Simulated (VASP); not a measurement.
Input of a VASP 6.6.1 run:

INCAR

```
SYSTEM = C16NO31
  PREC = Accurate
  ENCUT = 520
  EDIFF = 1E-8
  ISMEAR = -1
  SIGMA = 0.01
  LREAL = Auto
  LASPH = .TRUE.
  NELM = 100
  ALGO = Normal
  ISIF = 2
  LWAVE = .FALSE.
  LCHARG = .FALSE.
  GGA = PE
  LEFG = .TRUE.
  NELECT = 256.0
  NBANDS = 158
```

KPOINTS

```
Automatic mesh
0
G
  3 3 3
  0 0 0
```

Contents of POSCAR:

```
C16NO31
1.0
   -4.8917483997     -2.8242522554      8.1036539934
    4.8917483997     -2.8242522554      8.1036539934
    0.0000000000      5.6485045107      8.1036539934
C N O
16 1 31
Direct
    0.0000000000      0.0000000000      0.0000000000
    0.5000000000      0.5000000000      0.5000000000
    0.2500000000      0.2500000000      0.2500000000
    0.7500000000      0.7500000000      0.7500000000
    0.1271174600      0.8750000000      0.6228825400
    0.6271174600      0.3750000000      0.1228825400
    0.8750000000      0.6228825400      0.1271174600
    0.3750000000      0.1228825400      0.6271174600
    0.6228825400      0.1271174600      0.8750000000
    0.1228825400      0.6271174600      0.3750000000
    0.8771174600      0.3728825400      0.6250000000
    0.3771174600      0.8728825400      0.1250000000
    0.3728825400      0.6250000000      0.8771174600
    0.8728825400      0.1250000000      0.3771174600
    0.6250000000      0.8771174600      0.3728825400
    0.1250000000      0.3771174600      0.8728825400
    0.4520038350      0.4520038350      0.4520038350
    0.9520038350      0.9520038350      0.9520038350
    0.2020038350      0.2020038350      0.2020038350
    0.7020038350      0.7020038350      0.7020038350
    0.0479961650      0.0479961650      0.0479961650
    0.5479961650      0.5479961650      0.5479961650
    0.2979961650      0.2979961650      0.2979961650
    0.7979961650      0.7979961650      0.7979961650
    0.0823084550      0.0205711250      0.5779858350
    0.5823084550      0.5205711250      0.0779858350
    0.0205711250      0.5779858350      0.0823084550
    0.5205711250      0.0779858350      0.5823084550
    0.5779858350      0.0823084550      0.0205711250
    0.0779858350      0.5823084550      0.5205711250
    0.3323084550      0.8279858350      0.2705711250
    0.8323084550      0.3279858350      0.7705711250
    0.8279858350      0.2705711250      0.3323084550
    0.3279858350      0.7705711250      0.8323084550
    0.2705711250      0.3323084550      0.8279858350
    0.7705711250      0.8323084550      0.3279858350
    0.4176915450      0.4794288750      0.9220141650
    0.9176915450      0.9794288750      0.4220141650
    0.4794288750      0.9220141650      0.4176915450
    0.9794288750      0.4220141650      0.9176915450
    0.9220141650      0.4176915450      0.4794288750
    0.4220141650      0.9176915450      0.9794288750
    0.1676915450      0.6720141650      0.2294288750
    0.6676915450      0.1720141650      0.7294288750
    0.6720141650      0.2294288750      0.1676915450
    0.1720141650      0.7294288750      0.6676915450
    0.2294288750      0.1676915450      0.6720141650
    0.7294288750      0.6676915450      0.1720141650
```

Potentials or basis: VASP PAW PBE potentials, release 64 (C, N, O).

Run with:

```sh
$ cat potpaw_PBE.64/C/POTCAR potpaw_PBE.64/N/POTCAR potpaw_PBE.64/O/POTCAR > POTCAR
$ mpirun -np 1 vasp_std > vasp.out
```

(1) Predict the largest force.

## Answers

(1) 6.013 eV/Å.

Caveat: the cell carries a net charge on a neutralising background, which shifts energy and pressure; without QUAD_EFG the Cq values of the log hold for a quadrupole moment of 1 mb, not for the nuclei.
